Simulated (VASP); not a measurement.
Set up this calculation in VASP 6.6.1, as the native input.

- Task: single point
- Functional: r2SCAN
- Potentials or basis: VASP PAW PBE potentials, release 64 (Cd, In_d)
- Cutoff: 520 eV
- k mesh: 15 × 15 × 8
- Occupations: gaussian, width 0.1 eV
- Spin: no spin polarisation
- Dipole correction: no
- Further INCAR settings: ALGO = Normal; EDIFF = 1e-06; NBANDS = 20

The system is CdIn.

```
Cd In
1.0
     3.14078    0.00000    0.00000
    -1.57039    2.72000    0.00000
     0.00000    0.00000    5.71170
Cd In
1 1
Cartesian
  0.0000 0.0000 2.8559
  1.5704 0.9067 0.0000
```

This cell differs from its parent crystal: uniaxial strain along c: -1.5 %.

These files were run (other wordings do the same):

POSCAR

```
CdIn
1.0
    3.1407842038      0.0000000000      0.0000000000
   -1.5703921019      2.7199989083      0.0000000000
    0.0000000000      0.0000000000      5.7117019382
Cd In
1 1
Direct
    0.0000000000      0.0000000000      0.5000000000
    0.6666666667      0.3333333333      0.0000000000
```

INCAR.step1

```
PREC = Accurate
ENCUT = 520
ISMEAR = 0
SIGMA = 0.1
LREAL = False
LASPH = True
NELM = 100
NBANDS = 20
GGA = PE
ALGO = Normal
EDIFF = 1E-4
LWAVE = True
LCHARG = False
```

INCAR.step2

```
PREC = Accurate
ENCUT = 520
EDIFF = 1E-6
ISMEAR = 0
SIGMA = 0.1
LREAL = False
LASPH = True
NELM = 100
ALGO = Normal
ISIF = 2
LWAVE = False
LCHARG = False
METAGGA = R2SCAN
LMIXTAU = True
NBANDS = 20
ISTART = 1
```

KPOINTS

```
regular mesh
0
Gamma
  15 15 8
```

Potentials or basis: VASP PAW PBE potentials, release 64 (Cd, In_d).

Command:

```sh
$ cat potpaw_PBE.64/Cd/POTCAR potpaw_PBE.64/In_d/POTCAR > POTCAR
$ cp INCAR.step1 INCAR
$ mpirun -np 1 vasp_std > vasp.out
$ cp INCAR.step2 INCAR
$ mpirun -np 1 vasp_std > vasp.out
```

It gave:

```yaml
Pressure: 0.4 GPa
```

Caveat: the cell differs from its parent crystal (uniaxial strain along c: -1.5 %); the PAW data sets were made with another functional, which shifts forces and pressure a little.

Run time: 3.9 min on 1 thread of Intel(R) Xeon(R) Platinum 8375C CPU @ 2.90GHz (Ice Lake) (shared host), peak memory 0.27 GiB.
